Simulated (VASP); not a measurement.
Wanted: the native input for a VASP 6.6.1 run.

```
Task                   : relaxation of cell and atoms
Functional             : BLYP
Potentials or basis    : VASP PAW PBE potentials, release 64 (Lu)
Cutoff                 : 600 eV
k mesh                 : 8 × 8 × 8
Occupations            : fermi-dirac, width 0.1 eV
Spin                   : no spin polarisation
Dipole correction      : no
Further INCAR settings : ALGO = Normal; EDIFF = 1e-06; IBRION = 2; EDIFFG = -0.01; NSW = 80; ISIF = 3
```

The structure of Lu lies in POSCAR:

```
Lu
1.0
    0.0000000000      3.4148174924      3.4148174924
    3.4148174924      0.0000000000      3.4148174924
    3.4148174924      3.4148174924      0.0000000000
Lu
2
Direct
    0.1250000000      0.1250000000      0.1250000000
    0.8750000000      0.8750000000      0.8750000000
```

This isn't the form of Lu at room conditions, which is hcp.

One way to write it, as run:

INCAR

```
AGGAC = 1.0
AGGAX = 1.0
ALDAC = 0.0
ALDAX = 1.0
ALGO = Normal
EDIFF = 1E-6
EDIFFG = -0.01
ENCUT = 600
GGA = B5
IBRION = 2
ISIF = 3
ISMEAR = -1
LASPH = T
LCHARG = F
LREAL = F
LWAVE = F
NELM = 60
NSW = 80
PREC = Accurate
SIGMA = 0.1
```

KPOINTS

```
k-points
0
Gamma
  8 8 8
```

Potentials or basis: VASP PAW PBE potentials, release 64 (Lu).

Run with:

```bash
$ cat potpaw_PBE.64/Lu/POTCAR > POTCAR
$ mpirun -np 1 vasp_std > vasp.out
```

It gave:

- Relaxed volume: 55.36 Å³/atom
- Relaxed cell: a = 5.390 Å, b = 5.390 Å, c = 5.390 Å, α = 60.00°, β = 60.00°, γ = 60.00°
- Space group after relaxing (to 0.1 Å): Fd-3m (No. 227)
- Energy gained by relaxing: 190.8 meV/atom
- Ionic steps: 5
- Pressure after relaxing: 0.0 GPa
- Band gap on the k mesh: zero (bands 25 and 26 overlap by 0.80 eV)

Caveat: the volume moved by over 15 % at a fixed basis, so the end points are rough; the PAW data sets were made with another functional, which shifts forces and pressure a little; spin-orbit coupling is left out, which moves the levels of the heavy elements.

It took 10 min on 1 thread of AMD EPYC 7R13 Processor (Zen 3) (shared host), peak memory 0.26 GiB.
